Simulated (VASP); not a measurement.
# Ga (Pm-3m) in VASP: notebook

The runs below take Ga through single point, with PBE.

Everything below comes from runs of VASP 6.6.1. Logs are shortened: lines on timing, memory, paths and dates and some standing lists are left out, and cuts for length are marked.

## (1) The cell of the first run

The structure is cubic, space group Pm-3m (No. 221). The conventional cell has a = 2.665 Å, b = 2.665 Å, c = 2.665 Å, α = 90.00°, β = 90.00°, γ = 90.00°. Within 3.5 Å of Ga (site symmetry m-3m) lie 6 Ga at 2.66 Å.

## (2) Single point, PBE

File INCAR:

```
  ALGO = Normal
  EDIFF = 1E-6
  ENCUT = 520
  GGA = PE
  ISIF = 2
  ISMEAR = -1
  LASPH = True
  LCHARG = True
  LELF = True
  LREAL = False
  LVHAR = True
  LWAVE = False
  NBANDS = 12
  NELM = 80
  PREC = Accurate
  SIGMA = 0.06122561905347299
```

File KPOINTS:

```
k-points
0
Gamma
  14 14 14
```

File POSCAR:

```
Ga
1.0
    2.6646517150      0.0000000000      0.0000000000
    0.0000000000      2.6646517150      0.0000000000
    0.0000000000      0.0000000000      2.6646517150
Ga
1
Direct
    0.0000000000      0.0000000000      0.0000000000
```

Potentials or basis: VASP PAW PBE potentials, release 64 (Ga_d).

Launch:

```
$ cat potpaw_PBE.64/Ga_d/POTCAR > POTCAR
$ mpirun -np 1 vasp_std > vasp.out
```

OUTCAR:

```text
EDIFF = 1E-6
   ENCUT = 520
   GGA = PE
   ISIF = 2
   ISMEAR = -1
   LASPH = True
   LREAL = False
   NELM = 80
   PREC = Accurate

 ion  position               nearest neighbor table
   1  0.000  0.000  0.000-

  LATTYP: Found a simple cubic cell.
 ALAT       =     2.6646517150

  Lattice vectors:

 A1 = (   2.6646517150,   0.0000000000,   0.0000000000)
 A2 = (   0.0000000000,   2.6646517150,   0.0000000000)
 A3 = (   0.0000000000,   0.0000000000,   2.6646517150)

Analysis of symmetry for initial positions (statically):
=====================================================================
 Subroutine PRICEL returns:
 Original cell was already a primitive cell.

 Routine SETGRP: Setting up the symmetry group for a
 simple cubic supercell.

 Subroutine GETGRP returns: Found 48 space group operations
 (whereof 48 operations were pure point group operations)
 out of a pool of 48 trial point group operations.

The static configuration has the point symmetry O_h .

Analysis of symmetry for dynamics (positions and initial velocities):
=====================================================================
 Subroutine PRICEL returns:
 Original cell was already a primitive cell.

 Routine SETGRP: Setting up the symmetry group for a
 simple cubic supercell.

 Subroutine GETGRP returns: Found 48 space group operations
 (whereof 48 operations were pure point group operations)
 out of a pool of 48 trial point group operations.

The dynamic configuration has the point symmetry O_h .

 Subroutine INISYM returns: Found 48 space group operations
 (whereof 48 operations are pure point group operations),
 and found     1 'primitive' translations

----------------------------------------------------------------------------------------

                                     Primitive cell

  volume of cell :      18.9200

  direct lattice vectors                    reciprocal lattice vectors
     2.664651715  0.000000000  0.000000000     0.375283567  0.000000000  0.000000000
     0.000000000  2.664651715  0.000000000     0.000000000  0.375283567  0.000000000
     0.000000000  0.000000000  2.664651715     0.000000000  0.000000000  0.375283567

  length of vectors
     2.664651715  2.664651715  2.664651715     0.375283567  0.375283567  0.375283567

  position of ions in fractional coordinates (direct lattice)
     0.000000000  0.000000000  0.000000000

  ion indices of the primitive-cell ions
   primitive index   ion index
                 1           1

----------------------------------------------------------------------------------------

 KPOINTS: k-points

Automatic generation of k-mesh.
 Grid dimensions read from file:
 generate k-points for:   14   14   14

 Generating k-lattice:

  Cartesian coordinates                     Fractional coordinates (reciprocal lattice)
     0.026805969  0.000000000  0.000000000     0.071428571  0.000000000  0.000000000
     0.000000000  0.026805969  0.000000000     0.000000000  0.071428571  0.000000000
     0.000000000  0.000000000  0.026805969     0.000000000  0.000000000  0.071428571

  Length of vectors
     0.026805969  0.026805969  0.026805969

  Shift w.r.t. Gamma in fractional coordinates (k-lattice)
     0.000000000  0.000000000  0.000000000

 Subroutine IBZKPT returns following result:
 ===========================================

 Found    120 irreducible k-points:

 Following reciprocal coordinates:
            Coordinates               Weight
  0.000000  0.000000  0.000000      1.000000
  0.071429  0.000000  0.000000      6.000000
  0.142857  0.000000  0.000000      6.000000
  0.214286  0.000000  0.000000      6.000000
  0.285714  0.000000  0.000000      6.000000
  0.357143  0.000000  0.000000      6.000000
[... 16 lines left out ...]
  0.285714  0.214286  0.000000     24.000000
  0.357143  0.214286  0.000000     24.000000
 [... further k-points ...]
   k-points           NKPTS =    120   k-points in BZ     NKDIM =    120   number of bands    NBANDS=     12
   number of dos      NEDOS =    301   number of ions     NIONS =      1
   total plane-waves  NPLWV =   8000
   dimension x,y,z NGX =    20 NGY =   20 NGZ =   20
   dimension x,y,z NGXF=    40 NGYF=   40 NGZF=   40
   ions per type =               1
   NGX,Y,Z   is equivalent  to a cutoff of  12.48, 12.48, 12.48 a.u.
   NGXF,Y,Z  is equivalent  to a cutoff of  24.96, 24.96, 24.96 a.u.
 SYSTEM =  unknown system
   PREC   = accura    normal or accurate (medium, high low for compatibility)
   ISTART =      0    job   : 0-new  1-cont  2-samecut
   ICHARG =      2    charge: 1-file 2-atom 10-const
   ISPIN  =      1    spin polarized calculation?
   LNONCOLLINEAR =      F non collinear calculations
   LSORBIT =      F    spin-orbit coupling
   LASPH  =      T    aspherical Exc in radial PAW
   ENCUT  =  520.0 eV  38.22 Ry    6.18 a.u.   4.95  4.95  4.95*2*pi/ulx,y,z
   NELM   =     80;   NELMIN=  2; NELMDL= -5     # of ELM steps
   EDIFF  = 0.1E-05   stopping-criterion for ELM
   LREAL  =      F    real-space projection
   EDIFFG = 0.1E-04   stopping-criterion for IOM
   NSW    =      0    number of steps for IOM
   IBRION =     -1    ionic relax: 0-MD 1-quasi-New 2-CG
   NFREE  =      0    steps in history (QN), initial steepest desc. (CG)
   ISIF   =      2    stress and relaxation
   ISYM   =      2    0-nonsym 1-usesym 2-fastsym
   POTIM  = 0.5000    time-step for ionic-motion
   TEBEG  =    0.0;   TEEND  =   0.0 temperature during run
   PSTRESS=    0.0 pullay stress
   NELECT =      13.0000    total number of electrons
   NUPDOWN=      -1.0000    fix difference up-down
   EMIN   =  10.00;   EMAX   =-10.00  energy-range for DOS
   EFERMI =   0.00;   METHOD = LEGACY
   ISMEAR =    -1;   SIGMA  =   0.06  broadening in eV -4-tet -1-fermi 0-gaus
   EFERMI_NEDOS =   21; number of points for ismear=-14 and -15
   IALGO  =     38    algorithm
   IMIX   =      4    mixing-type and parameters
     AMIX     =   0.40;   BMIX     =  1.00
     AMIX_MAG =   1.60;   BMIX_MAG =  1.00
  volume/ion in A,a.u.               =      18.92       127.68
  Fermi-wavevector in a.u.,A,eV,Ry     =   1.444604  2.729906 28.393738  2.086881
  Thomas-Fermi vector in A             =   2.562880
   LORBIT       =      0    0 simple, 1 ext, 2 COOP (PROOUT), +10 PAW based schemes
   GGA     = PE    functional components
   LHFCALC =     F    Hartree Fock is set to
   AEXX    =    0.0000 exact exchange contribution
   IVDW    =     0    specifies the selected vdW correction
   LEPSILON=     F    determine dielectric tensor
   LRPA    =     F    only Hartree local field effects (RPA)
 non-spin polarized calculation
  energy-cutoff  :      520.00
  volume of cell :       18.92
 maximum number of plane-waves:       536
 NGX is ok and might be reduce to    20
   NGX =  9   NGY =  9   NGZ =  9

 number of electron      12.9999994 magnetization

 Free energy of the ion-electron system (eV)
  ---------------------------------------------------
  ext. energy  EPLUGINS =         0.00000000
  ---------------------------------------------------
  free energy    TOTEN  =        -2.82068786 eV

  energy without entropy =       -2.81431152  energy(sigma->0) =       -2.81749969

 E-fermi :   5.2504     XC(G=0): -10.9216

 val. band max:        5.2466018663   @ k =   0.3571   0.2857   0.0000
 cond. band min:       5.2803167598   @ k =   0.4286   0.3571   0.2143
 fundamental gap:      0.0337148935
 Fermi energy:         5.2504204858

 k-point     1 :       0.0000    0.0000    0.0000
  band No.  band energies     occupation
      1      -9.9399      2.00000
      2      -9.9399      2.00000
      3      -9.3514      2.00000
      4      -9.3514      2.00000
      5      -9.3514      2.00000
      6      -5.7034      2.00000
      7      14.6113      0.00000
      8      14.6113      0.00000
      9      14.6113      0.00000
     10      17.5214      0.00000
     11      17.5214      0.00000
     12      20.2987      0.00000

 k-point     2 :       0.0714    0.0000    0.0000
  band No.  band energies     occupation
      1      -9.9376      2.00000
      2      -9.9205      2.00000
      3      -9.3595      2.00000
      4      -9.3595      2.00000
      5      -9.3507      2.00000
      6      -5.5952      2.00000
      7      12.9661      0.00000
      8      14.7254      0.00000
      9      14.7254      0.00000
     10      17.6121      0.00000
     11      18.7049      0.00000
     12      21.0194      0.00000

 k-point     3 :       0.1429    0.0000    0.0000
  band No.  band energies     occupation
      1      -9.9311      2.00000
      2      -9.8671      2.00000
      3      -9.3823      2.00000
      4      -9.3823      2.00000
      5      -9.3487      2.00000
      6      -5.2689      2.00000
      7      10.4774      0.00000
      8      15.0632      0.00000
      9      15.0632      0.00000
     10      17.8847      0.00000
     11      19.5152      0.00000
     12      23.4600      0.00000
[... 286 lines left out ...]
 k-point    23 :       0.2857    0.2143    0.0000
  band No.  band energies     occupation
      1      -9.8270      2.00000
      2      -9.6028      2.00000
      3      -9.5495      2.00000
      4      -9.4434      2.00000
      5      -9.4038      2.00000
      6      -2.9821      2.00000
      7       6.6277      0.00000
      8       9.8693      0.00000
      9      17.3385      0.00000
     10      19.1762      0.00000
     11      21.0271      0.00000
     12      27.8697      0.00000

 k-point    24 :       0.3571    0.2143    0.0000
  band No.  band energies     occupation
      1      -9.8132      2.00000
      2      -9.5917      2.00000
      3      -9.5278      2.00000
      4      -9.4747      2.00000
      5      -9.4003      2.00000
      6      -2.0122      2.00000
      7       4.6123      1.99994
      8      10.6972      0.00000
      9      17.4787      0.00000
     10      18.1783      0.00000
     11      21.6700      0.00000
     12      26.4850      0.00000

 [... further k-points ...]

------------------------ aborting loop because EDIFF is reached ----------------------------------------

  FORCE on cell =-STRESS in cart. coord.  units (eV):
  Direction    XX          YY          ZZ          XY          YZ          ZX
  --------------------------------------------------------------------------------------
  -------------------------------------------------------------------------------------
  Total        0.3858770      0.3858770      0.3858770     -0.0000000      0.0000000     -0.0000000
  in kB       32.6766941     32.6766941     32.6766941     -0.0000000      0.0000000     -0.0000000
  external PRESSURE =      32.6766941 kB  Pullay stress =       0.0000000 kB

 VOLUME and BASIS-vectors are now :
 -----------------------------------------------------------------------------
  energy-cutoff  :      520.00
  volume of cell :       18.92
      direct lattice vectors                 reciprocal lattice vectors
     2.664651715  0.000000000  0.000000000     0.375283567  0.000000000  0.000000000
     0.000000000  2.664651715  0.000000000     0.000000000  0.375283567  0.000000000
     0.000000000  0.000000000  2.664651715     0.000000000  0.000000000  0.375283567

 POSITION                                       TOTAL-FORCE (eV/Angst)
 -----------------------------------------------------------------------------------
      0.00000      0.00000      0.00000         0.000000      0.000000      0.000000
 -----------------------------------------------------------------------------------
    total drift:                               -0.000000      0.000000      0.000000

  FREE ENERGIE OF THE ION-ELECTRON SYSTEM (eV)
  ---------------------------------------------------
  free  energy   TOTEN  =        -2.8206878614 eV

  energy  without entropy=       -2.8143115195  energy(sigma->0) =       -2.81749969
```

Run time: 12 s. Hardware: 1 thread of Intel Xeon 6975P-C, shared host; peak memory 0.14 GiB.

What came out:

```
Free energy : -2.8207 eV
Pressure    : 3.3 GPa
```

Levels at points of the mesh, in eV from the Fermi level:
```csv
k point,band 3,band 4,band 5,band 6,band 7,band 8,band 9,band 10
"(0.00, 0.00, 0.00)",-14.60,-14.60,-14.60,-10.95,9.36,9.36,9.36,12.27
"(0.50, 0.00, 0.00)",-14.76,-14.76,-14.59,-6.28,-4.37,13.04,13.04,16.19
"(0.50, 0.50, 0.00)",-14.74,-14.74,-14.45,-1.41,-0.73,-0.73,4.23,16.86
"(0.50, 0.50, 0.50)",-14.99,-14.44,-14.44,2.76,2.76,2.76,4.49,8.38
```

## (3) Single point, PBE

This run uses another cell than the first one, of 19.32 Å³/atom, 1.021 times its volume.

File INCAR:

```
SYSTEM = Ga
ALGO     = Normal         ! electronic algorithm
EDIFF    = 1E-7           ! SCF threshold, eV
ENCUT    = 520            ! plane-wave cutoff, eV
GGA      = PE             ! functional
ISIF     = 2              ! what is computed and relaxed
ISMEAR   = -1             ! smearing method
LASPH    = .True.         ! aspherical terms in the spheres
LCHARG   = .False.        ! write CHGCAR
LREAL    = .False.        ! projectors in reciprocal space
LWAVE    = .False.        ! write WAVECAR
NBANDS   = 12             ! bands
NELM     = 100            ! most SCF steps
PREC     = Accurate       ! precision mode
SIGMA    = 0.06122561905347299 ! smearing width, eV
```

File KPOINTS:

```
k-points
0
Gamma
  14 14 14
  0 0 0
```

File POSCAR:

```
Ga
1.0
    2.6834174862      0.0000000000      0.0000000000
    0.0000000000      2.6834174862      0.0000000000
    0.0000000000      0.0000000000      2.6834174862
Ga
1
Direct
    0.0000000000      0.0000000000      0.0000000000
```

Potentials or basis: VASP PAW PBE potentials, release 64 (Ga_d).

Launch:

```
$ cat potpaw_PBE.64/Ga_d/POTCAR > POTCAR
$ mpirun -np 1 vasp_std > vasp.out
```

Run time: 14 s. Hardware: 1 thread of Intel Xeon 6975P-C, shared host; peak memory 0.14 GiB.

The run converged. Its results:

| Property | Result |
| --- | --- |
| Free energy | -2.8275 eV |
| Pressure | 2.1 GPa |

Levels at points of the mesh, in eV from the Fermi level:
```csv
k point,band 4,band 5,band 6,band 7,band 8,band 9
"(0.00, 0.00, 0.00)",-14.60,-14.60,-10.80,9.21,9.21,9.21
"(0.50, 0.00, 0.00)",-14.75,-14.58,-6.25,-4.26,12.80,12.80
"(0.50, 0.50, 0.00)",-14.73,-14.45,-1.50,-0.70,-0.70,4.23
"(0.50, 0.50, 0.50)",-14.44,-14.44,2.71,2.71,2.71,4.22
```

## (4) Single point, PBE

This run uses another cell than the first one, of 19.73 Å³/atom, 1.043 times its volume.

File INCAR:

```
SYSTEM = Ga
PREC = Accurate
ENCUT = 520
EDIFF = 1E-6
ISMEAR = -1
SIGMA = 0.06122561905347299
LREAL = .FALSE.
LASPH = .TRUE.
NELM = 60
ALGO = Normal
ISIF = 2
LWAVE = .FALSE.
LCHARG = .FALSE.
GGA = PE
NBANDS = 12
```

File KPOINTS:

```
Automatic mesh
0
G
  14 14 14
  0 0 0
```

File POSCAR:

```
Ga
1.0
    2.7019243985      0.0000000000      0.0000000000
    0.0000000000      2.7019243985      0.0000000000
    0.0000000000      0.0000000000      2.7019243985
Ga
1
Direct
    0.0000000000      0.0000000000      0.0000000000
```

Launch:

```
$ cat potpaw_PBE.64/Ga_d/POTCAR > POTCAR
$ mpirun -np 1 vasp_std > vasp.out
```

Wall time 11 s (1 thread of Intel Xeon 6975P-C, shared host); peak memory 0.14 GiB.

The run converged. Its results:

```
Free energy : -2.8316 eV
Pressure    : 1.0 GPa
```

Levels at points of the mesh, in eV from the Fermi level:
```
           k point  band 4  band 5  band 6  band 7  band 8  band 9
(0.00, 0.00, 0.00)  -14.59  -14.59  -10.66    9.07    9.07    9.07
(0.50, 0.00, 0.00)  -14.74  -14.58   -6.22   -4.17   12.56   12.56
(0.50, 0.50, 0.00)  -14.72  -14.45   -1.58   -0.68   -0.68    4.23
(0.50, 0.50, 0.50)  -14.44  -14.44    2.67    2.67    2.67    3.96
```

## (5) Single point, PBE

This run uses another cell than the first one, of 19.73 Å³/atom, 1.043 times its volume.

File INCAR:

```
PREC = Accurate
ENCUT = 520
EDIFF = 1E-6
ISMEAR = -1
SIGMA = 0.06122561905347299
LREAL = F
LASPH = T
NELM = 60
ALGO = Normal
ISIF = 2
LWAVE = F
LCHARG = T
GGA = PE
LELF = T
LVHAR = T
NBANDS = 12
```

File KPOINTS:

```
Automatic mesh
0
Gamma
  14 14 14
```

POSCAR is that of step 4.

Launch:

```
$ cat potpaw_PBE.64/Ga_d/POTCAR > POTCAR
$ mpirun -np 1 vasp_std > vasp.out
```

Run time: 14 s. Hardware: 1 thread of Intel Xeon 6975P-C, shared host; peak memory 0.14 GiB.

Results (log left out):

```yaml
Free_energy: -2.8316 eV
Pressure: 1.0 GPa
```

Levels at points of the mesh, in eV from the Fermi level:
| k point | band 3 | band 4 | band 5 | band 6 | band 7 | band 8 | band 9 | band 10 |
| --- | --- | --- | --- | --- | --- | --- | --- | --- |
| (0.00, 0.00, 0.00) | -14.59 | -14.59 | -14.59 | -10.66 | 9.07 | 9.07 | 9.07 | 11.99 |
| (0.50, 0.00, 0.00) | -14.74 | -14.74 | -14.58 | -6.22 | -4.17 | 12.56 | 12.56 | 15.76 |
| (0.50, 0.50, 0.00) | -14.72 | -14.72 | -14.45 | -1.58 | -0.68 | -0.68 | 4.23 | 16.15 |
| (0.50, 0.50, 0.50) | -14.95 | -14.44 | -14.44 | 2.67 | 2.67 | 2.67 | 3.96 | 8.25 |

## (6) Single point, PBE

This run uses another cell than the first one, of 20.13 Å³/atom, 1.064 times its volume.

File INCAR:

```
PREC = Accurate
ENCUT = 520
EDIFF = 1E-6
ISMEAR = -1
SIGMA = 0.06122561905347299
LREAL = False
LASPH = True
NELM = 60
ALGO = Normal
ISIF = 2
LWAVE = False
LCHARG = False
GGA = PE
NBANDS = 12
```

File KPOINTS:

```
regular mesh
0
Gamma
  14 14 14
```

File POSCAR:

```
Ga
1.0
    2.7201811983      0.0000000000      0.0000000000
    0.0000000000      2.7201811983      0.0000000000
    0.0000000000      0.0000000000      2.7201811983
Ga
1
Direct
    0.0000000000      0.0000000000      0.0000000000
```

Potentials or basis: VASP PAW PBE potentials, release 64 (Ga_d).

Launch:

```
$ cat potpaw_PBE.64/Ga_d/POTCAR > POTCAR
$ mpirun -np 1 vasp_std > vasp.out
```

OUTCAR:

```text
PREC = Accurate
   ENCUT = 520
   EDIFF = 1E-6
   ISMEAR = -1
   LREAL = False
   LASPH = True
   NELM = 60
   ISIF = 2
   GGA = PE

 ion  position               nearest neighbor table
   1  0.000  0.000  0.000-

  LATTYP: Found a simple cubic cell.
 ALAT       =     2.7201811983

  Lattice vectors:

 A1 = (   2.7201811983,   0.0000000000,   0.0000000000)
 A2 = (   0.0000000000,   2.7201811983,   0.0000000000)
[... 536 lines left out ...]
     10      16.9830      0.00000
     11      20.5451      0.00000
     12      25.1603      0.00000

 [... further k-points ...]

------------------------ aborting loop because EDIFF is reached ----------------------------------------

  FORCE on cell =-STRESS in cart. coord.  units (eV):
  Direction    XX          YY          ZZ          XY          YZ          ZX
  --------------------------------------------------------------------------------------
  -------------------------------------------------------------------------------------
  Total        0.0059378      0.0059378      0.0059378      0.0000000     -0.0000000      0.0000000
  in kB        0.4726536      0.4726536      0.4726536      0.0000000     -0.0000000      0.0000000
  external PRESSURE =       0.4726536 kB  Pullay stress =       0.0000000 kB

 VOLUME and BASIS-vectors are now :
 -----------------------------------------------------------------------------
  energy-cutoff  :      520.00
  volume of cell :       20.13
      direct lattice vectors                 reciprocal lattice vectors
     2.720181198  0.000000000  0.000000000     0.367622569  0.000000000  0.000000000
     0.000000000  2.720181198  0.000000000     0.000000000  0.367622569  0.000000000
     0.000000000  0.000000000  2.720181198     0.000000000  0.000000000  0.367622569

 POSITION                                       TOTAL-FORCE (eV/Angst)
 -----------------------------------------------------------------------------------
      0.00000      0.00000      0.00000         0.000000      0.000000      0.000000
 -----------------------------------------------------------------------------------
    total drift:                                0.000000      0.000000      0.000000

  FREE ENERGIE OF THE ION-ELECTRON SYSTEM (eV)
  ---------------------------------------------------
  free  energy   TOTEN  =        -2.8330508897 eV

  energy  without entropy=       -2.8267293858  energy(sigma->0) =       -2.82989014
```

Run time: 12 s. Hardware: 1 thread of Intel Xeon 6975P-C, shared host; peak memory 0.14 GiB.

What came out:

```
Free energy : -2.8331 eV
Pressure    : 0.0 GPa
```

## (7) Summary

| cell | gap on the mesh (eV) | pressure (GPa) |
| --- | --- | --- |
| a = 2.665 Å, 1 atom | none | 3.3 |
| a = 2.683 Å, 1 atom | none | 2.1 |
| a = 2.702 Å, 1 atom | none | 1.0 |
| a = 2.720 Å, 1 atom | none | 0.0 |

Alike in all rows: task single point; level PBE; potentials or basis VASP PAW PBE potentials, release 64 (Ga_d); no spin polarisation; k mesh 14 × 14 × 14; cutoff (eV) 520; smearing fermi-dirac 0.0612256 eV.

Total energies depend on the potentials used, so only differences within one code and one set of settings carry meaning.
